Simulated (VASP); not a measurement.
# CuI (Marshite) (F-43m) in VASP: settings compared

Aim: see how the results for CuI (Marshite) move with the level of theory and the settings. Levels: PBEsol, r2SCAN, HSE06. Tasks: single point.

Program: VASP 6.6.1. These are calculated values, not measurements. Logs are shortened: lines on timing, memory, paths and dates and some standing lists are left out, and cuts for length are marked.

## 1. The cell of the first run

Symmetry: F-43m, No. 216, cubic system. Conventional cell: a = 6.024 Å, b = 6.024 Å, c = 6.024 Å, α = 90.00°, β = 90.00°, γ = 90.00°. Within 3.4 Å of Cu (site symmetry -43m) lie 4 I at 2.61 Å. I (site symmetry -43m) has 4 Cu at 2.61 Å within 3.4 Å.

## 2. Single point, PBEsol

Contents of INCAR:

```
SYSTEM = CuI
  PREC = Accurate
  ENCUT = 520
  EDIFF = 1E-6
  ISMEAR = 0
  SIGMA = 0.2
  LREAL = .False.
  LASPH = .True.
  NELM = 80
  ALGO = Normal
  ISIF = 2
  LWAVE = .False.
  LCHARG = .True.
  GGA = PS
  LELF = .True.
  LVHAR = .True.
  NBANDS = 16
```

Contents of KPOINTS:

```
regular mesh
0
Gamma
  6 6 6
  0 0 0
```

Contents of POSCAR:

```
CuI
1.0
    0.0000000000      3.0120429050      3.0120429050
    3.0120429050      0.0000000000      3.0120429050
    3.0120429050      3.0120429050      0.0000000000
Cu I
1 1
Direct
    0.2500000000      0.2500000000      0.2500000000
    0.0000000000      0.0000000000      0.0000000000
```

Potentials or basis: VASP PAW PBE potentials, release 64 (Cu, I).

Command:

```sh
> cat potpaw_PBE.64/Cu/POTCAR potpaw_PBE.64/I/POTCAR > POTCAR
> mpirun -np 1 vasp_std > vasp.out
```

OUTCAR:

```text
SYSTEM = CuI
   PREC = Accurate
   ENCUT = 520
   EDIFF = 1E-6
   ISMEAR = 0
   LREAL = .False.
   LASPH = .True.
   NELM = 80
   ISIF = 2
   GGA = PS

 ion  position               nearest neighbor table
   1  0.250  0.250  0.250-   2 2.61   2 2.61   2 2.61   2 2.61
   2  0.000  0.000  0.000-   1 2.61   1 2.61   1 2.61   1 2.61

  LATTYP: Found a face centered cubic cell.
 ALAT       =     6.0240858100

  Lattice vectors:

 A1 = (   0.0000000000,   3.0120429050,   3.0120429050)
 A2 = (   3.0120429050,   0.0000000000,   3.0120429050)
 A3 = (   3.0120429050,   3.0120429050,   0.0000000000)

Analysis of symmetry for initial positions (statically):
=====================================================================
 Subroutine PRICEL returns:
 Original cell was already a primitive cell.

 Routine SETGRP: Setting up the symmetry group for a
 face centered cubic supercell.

 Subroutine GETGRP returns: Found 24 space group operations
 (whereof 24 operations were pure point group operations)
 out of a pool of 48 trial point group operations.

The static configuration has the point symmetry T_d .

Analysis of symmetry for dynamics (positions and initial velocities):
=====================================================================
 Subroutine PRICEL returns:
 Original cell was already a primitive cell.

 Routine SETGRP: Setting up the symmetry group for a
 face centered cubic supercell.

 Subroutine GETGRP returns: Found 24 space group operations
 (whereof 24 operations were pure point group operations)
 out of a pool of 48 trial point group operations.

The dynamic configuration has the point symmetry T_d .

 Subroutine INISYM returns: Found 24 space group operations
 (whereof 24 operations are pure point group operations),
 and found     1 'primitive' translations

----------------------------------------------------------------------------------------

                                     Primitive cell

  volume of cell :      54.6529

  direct lattice vectors                    reciprocal lattice vectors
     0.000000000  3.012042905  3.012042905    -0.166000291  0.166000291  0.166000291
     3.012042905  0.000000000  3.012042905     0.166000291 -0.166000291  0.166000291
     3.012042905  3.012042905  0.000000000     0.166000291  0.166000291 -0.166000291

  length of vectors
     4.259671927  4.259671927  4.259671927     0.287520939  0.287520939  0.287520939

  position of ions in fractional coordinates (direct lattice)
     0.250000000  0.250000000  0.250000000
     0.000000000  0.000000000  0.000000000

  ion indices of the primitive-cell ions
   primitive index   ion index
                 1           1
                 2           2

----------------------------------------------------------------------------------------

 KPOINTS: regular mesh

Automatic generation of k-mesh.
 Grid dimensions read from file:
 generate k-points for:    6    6    6

 Generating k-lattice:

  Cartesian coordinates                     Fractional coordinates (reciprocal lattice)
    -0.027666715  0.027666715  0.027666715     0.166666667  0.000000000  0.000000000
     0.027666715 -0.027666715  0.027666715     0.000000000  0.166666667  0.000000000
     0.027666715  0.027666715 -0.027666715     0.000000000  0.000000000  0.166666667

  Length of vectors
     0.047920156  0.047920156  0.047920156

  Shift w.r.t. Gamma in fractional coordinates (k-lattice)
     0.000000000  0.000000000  0.000000000

 Subroutine IBZKPT returns following result:
 ===========================================

 Found     16 irreducible k-points:

 Following reciprocal coordinates:
            Coordinates               Weight
  0.000000  0.000000  0.000000      1.000000
  0.166667  0.000000  0.000000      8.000000
  0.333333  0.000000  0.000000      8.000000
  0.500000  0.000000  0.000000      4.000000
  0.166667  0.166667  0.000000      6.000000
  0.333333  0.166667  0.000000     24.000000
[... 8 lines left out ...]
 -0.333333  0.333333  0.166667     24.000000
 -0.333333  0.500000  0.166667     12.000000
   k-points           NKPTS =     16   k-points in BZ     NKDIM =     16   number of bands    NBANDS=     16
   number of dos      NEDOS =    301   number of ions     NIONS =      2
   total plane-waves  NPLWV =  32768
   dimension x,y,z NGX =    32 NGY =   32 NGZ =   32
   dimension x,y,z NGXF=    64 NGYF=   64 NGZF=   64
   ions per type =               1   1
   NGX,Y,Z   is equivalent  to a cutoff of  12.49, 12.49, 12.49 a.u.
   NGXF,Y,Z  is equivalent  to a cutoff of  24.98, 24.98, 24.98 a.u.
 SYSTEM =  CuI
   PREC   = accura    normal or accurate (medium, high low for compatibility)
   ISTART =      0    job   : 0-new  1-cont  2-samecut
   ICHARG =      2    charge: 1-file 2-atom 10-const
   ISPIN  =      1    spin polarized calculation?
   LNONCOLLINEAR =      F non collinear calculations
   LSORBIT =      F    spin-orbit coupling
   LASPH  =      T    aspherical Exc in radial PAW
   ENCUT  =  520.0 eV  38.22 Ry    6.18 a.u.   7.92  7.92  7.92*2*pi/ulx,y,z
   NELM   =     80;   NELMIN=  2; NELMDL= -5     # of ELM steps
   EDIFF  = 0.1E-05   stopping-criterion for ELM
   LREAL  =      F    real-space projection
[... 7 lines left out ...]
   TEBEG  =    0.0;   TEEND  =   0.0 temperature during run
   PSTRESS=    0.0 pullay stress
   NELECT =      18.0000    total number of electrons
   NUPDOWN=      -1.0000    fix difference up-down
   EMIN   =  10.00;   EMAX   =-10.00  energy-range for DOS
   EFERMI =   0.00;   METHOD = LEGACY
   ISMEAR =     0;   SIGMA  =   0.20  broadening in eV -4-tet -1-fermi 0-gaus
   EFERMI_NEDOS =   21; number of points for ismear=-14 and -15
   IALGO  =     38    algorithm
   IMIX   =      4    mixing-type and parameters
     AMIX     =   0.40;   BMIX     =  1.00
     AMIX_MAG =   1.60;   BMIX_MAG =  1.00
  volume/ion in A,a.u.               =      27.33       184.41
  Fermi-wavevector in a.u.,A,eV,Ry     =   1.130562  2.136453 17.390575  1.278171
  Thomas-Fermi vector in A             =   2.267259
   LORBIT       =      0    0 simple, 1 ext, 2 COOP (PROOUT), +10 PAW based schemes
   GGA     = PS    functional components
   LHFCALC =     F    Hartree Fock is set to
   AEXX    =    0.0000 exact exchange contribution
   IVDW    =     0    specifies the selected vdW correction
   LEPSILON=     F    determine dielectric tensor
   LRPA    =     F    only Hartree local field effects (RPA)
 non-spin polarized calculation
 Gauss-broadening in eV      SIGMA  =   0.20
  energy-cutoff  :      520.00
  volume of cell :       54.65
 maximum number of plane-waves:      1488
   NGX = 15   NGY = 15   NGZ = 15

 number of electron      18.0000016 magnetization

 Free energy of the ion-electron system (eV)
  ---------------------------------------------------
  ext. energy  EPLUGINS =         0.00000000
  ---------------------------------------------------
  free energy    TOTEN  =        -6.30597690 eV

  energy without entropy =       -6.30597566  energy(sigma->0) =       -6.30597628

 E-fermi :   5.0521     XC(G=0):  -9.2282

 val. band max:        4.4932731779   @ k =   0.0000   0.0000   0.0000
 cond. band min:       5.5723770266   @ k =   0.0000   0.0000   0.0000
 fundamental gap:      1.0791038486
 Fermi energy:         5.0520857879

 k-point     1 :       0.0000    0.0000    0.0000
  band No.  band energies     occupation
      1      -9.6350      2.00000
      2       0.7606      2.00000
      3       0.7606      2.00000
      4       0.7606      2.00000
      5       2.5369      2.00000
      6       2.5369      2.00000
[... 8 lines left out ...]
     15      14.1038      0.00000
     16      14.1038      0.00000

 k-point     2 :       0.1667    0.0000    0.0000
  band No.  band energies     occupation
      1      -9.5031      2.00000
      2       0.2473      2.00000
      3       0.7717      2.00000
      4       0.7717      2.00000
      5       2.5273      2.00000
      6       2.5273      2.00000
[... 8 lines left out ...]
     15      13.2046      0.00000
     16      13.5251      0.00000

 k-point     3 :       0.3333    0.0000    0.0000
  band No.  band energies     occupation
      1      -9.2125      2.00000
      2      -0.7512      2.00000
      3       0.7863      2.00000
      4       0.7863      2.00000
      5       2.5382      2.00000
      6       2.5382      2.00000
[... 8 lines left out ...]
     15      13.7015      0.00000
     16      13.7015      0.00000

 k-point     4 :       0.5000    0.0000    0.0000
  band No.  band energies     occupation
      1      -9.0504      2.00000
      2      -1.2350      2.00000
      3       0.7893      2.00000
      4       0.7893      2.00000
      5       2.5653      2.00000
      6       2.5653      2.00000
[... 8 lines left out ...]
     15      15.3989      0.00000
     16      15.3989      0.00000

 k-point     5 :       0.1667    0.1667    0.0000
  band No.  band energies     occupation
      1      -9.4590      2.00000
      2       0.1961      2.00000
      3       0.7346      2.00000
      4       0.7346      2.00000
      5       2.4809      2.00000
      6       2.5592      2.00000
[... 8 lines left out ...]
     15      14.3816      0.00000
     16      14.4786      0.00000

 k-point     6 :       0.3333    0.1667    0.0000
  band No.  band energies     occupation
      1      -9.2189      2.00000
      2      -0.4954      2.00000
      3       0.6539      2.00000
      4       0.7299      2.00000
      5       2.4637      2.00000
      6       2.5760      2.00000
[... 8 lines left out ...]
     15      14.6397      0.00000
     16      14.9258      0.00000

 k-point     7 :       0.5000    0.1667    0.0000
  band No.  band energies     occupation
      1      -9.0044      2.00000
      2      -1.0326      2.00000
      3       0.4528      2.00000
      4       0.7597      2.00000
      5       2.4984      2.00000
      6       2.5713      2.00000
[... 8 lines left out ...]
     15      15.1463      0.00000
     16      15.4497      0.00000

 k-point     8 :      -0.3333    0.1667    0.0000
  band No.  band energies     occupation
      1      -9.0589      2.00000
      2      -0.8752      2.00000
      3       0.3860      2.00000
      4       0.8023      2.00000
      5       2.5117      2.00000
      6       2.5406      2.00000
[... 8 lines left out ...]
     15      14.2848      0.00000
     16      15.5537      0.00000

 k-point     9 :      -0.1667    0.1667    0.0000
  band No.  band energies     occupation
      1      -9.3161      2.00000
      2      -0.2454      2.00000
      3       0.5855      2.00000
      4       0.8095      2.00000
      5       2.4907      2.00000
      6       2.5559      2.00000
[... 8 lines left out ...]
     15      13.9246      0.00000
     16      15.0447      0.00000

 k-point    10 :       0.3333    0.3333    0.0000
  band No.  band energies     occupation
      1      -9.0701      2.00000
      2      -0.7723      2.00000
      3       0.6862      2.00000
      4       0.6862      2.00000
      5       2.4065      2.00000
      6       2.6041      2.00000
[... 8 lines left out ...]
     15      15.1617      0.00000
     16      17.6498      0.00000

 k-point    11 :       0.5000    0.3333    0.0000
  band No.  band energies     occupation
      1      -8.9054      2.00000
      2      -0.9936      2.00000
      3       0.3483      2.00000
      4       0.6971      2.00000
      5       2.4439      2.00000
      6       2.5957      2.00000
[... 8 lines left out ...]
     15      15.7090      0.00000
     16      16.7815      0.00000

 k-point    12 :      -0.3333    0.3333    0.0000
  band No.  band energies     occupation
      1      -8.9008      2.00000
      2      -0.7503      2.00000
      3      -0.1811      2.00000
      4       0.7567      2.00000
      5       2.4112      2.00000
      6       2.5349      2.00000
[... 8 lines left out ...]
     15      13.7941      0.00000
     16      17.7474      0.00000

 k-point    13 :       0.5000    0.5000    0.0000
  band No.  band energies     occupation
      1      -8.8519      2.00000
      2      -1.2111      2.00000
      3       0.6641      2.00000
      4       0.6641      2.00000
      5       2.5021      2.00000
      6       2.5956      2.00000
[... 8 lines left out ...]
     15      15.8405      0.00000
     16      16.5601      0.00000

 k-point    14 :       0.5000    0.3333    0.1667
  band No.  band energies     occupation
      1      -9.0117      2.00000
      2      -0.7657      2.00000
      3       0.2723      2.00000
      4       0.7232      2.00000
      5       2.4713      2.00000
      6       2.5539      2.00000
[... 8 lines left out ...]
     15      15.4493      0.00000
     16      16.6048      0.00000

 k-point    15 :      -0.3333    0.3333    0.1667
  band No.  band energies     occupation
      1      -8.9008      2.00000
      2      -0.8154      2.00000
      3      -0.0344      2.00000
      4       0.6832      2.00000
      5       2.4388      2.00000
      6       2.5369      2.00000
[... 8 lines left out ...]
     15      15.6042      0.00000
     16      16.3470      0.00000

 k-point    16 :      -0.3333    0.5000    0.1667
  band No.  band energies     occupation
      1      -8.8489      2.00000
      2      -0.9143      2.00000
      3       0.1131      2.00000
      4       0.5901      2.00000
      5       2.4826      2.00000
      6       2.4893      2.00000
[... 8 lines left out ...]
     15      16.0915      0.00000
     16      16.5354      0.00000

------------------------ aborting loop because EDIFF is reached ----------------------------------------

  FORCE on cell =-STRESS in cart. coord.  units (eV):
  Direction    XX          YY          ZZ          XY          YZ          ZX
  --------------------------------------------------------------------------------------
  -------------------------------------------------------------------------------------
  Total       -0.4879506     -0.4879506     -0.4879506     -0.0000000     -0.0000000      0.0000000
  in kB      -14.3045091    -14.3045091    -14.3045091     -0.0000000     -0.0000000      0.0000000
  external PRESSURE =     -14.3045091 kB  Pullay stress =       0.0000000 kB

 VOLUME and BASIS-vectors are now :
 -----------------------------------------------------------------------------
  energy-cutoff  :      520.00
  volume of cell :       54.65
      direct lattice vectors                 reciprocal lattice vectors
     0.000000000  3.012042905  3.012042905    -0.166000291  0.166000291  0.166000291
     3.012042905  0.000000000  3.012042905     0.166000291 -0.166000291  0.166000291
     3.012042905  3.012042905  0.000000000     0.166000291  0.166000291 -0.166000291

 POSITION                                       TOTAL-FORCE (eV/Angst)
 -----------------------------------------------------------------------------------
      1.50602      1.50602      1.50602         0.000000     -0.000000      0.000000
      0.00000      0.00000      0.00000        -0.000000      0.000000     -0.000000
 -----------------------------------------------------------------------------------
    total drift:                               -0.000000     -0.000000     -0.000000

  FREE ENERGIE OF THE ION-ELECTRON SYSTEM (eV)
  ---------------------------------------------------
  free  energy   TOTEN  =        -6.3059768989 eV

  energy  without entropy=       -6.3059756562  energy(sigma->0) =       -6.30597628
```

Run time: 6.4 s. Hardware: 1 thread of Intel Xeon 6975P-C (Granite Rapids), shared host; peak memory 0.17 GiB.

Results:

```yaml
Free_energy: -6.3060 eV
Pressure: -1.4 GPa
Band_gap_on_the_k_mesh: 1.08 eV, direct
```

Caveat: the PAW data sets were made with another functional, which shifts forces and pressure a little; spin-orbit coupling is left out, which moves the levels of the heavy elements.

[end of part 1 of 2]
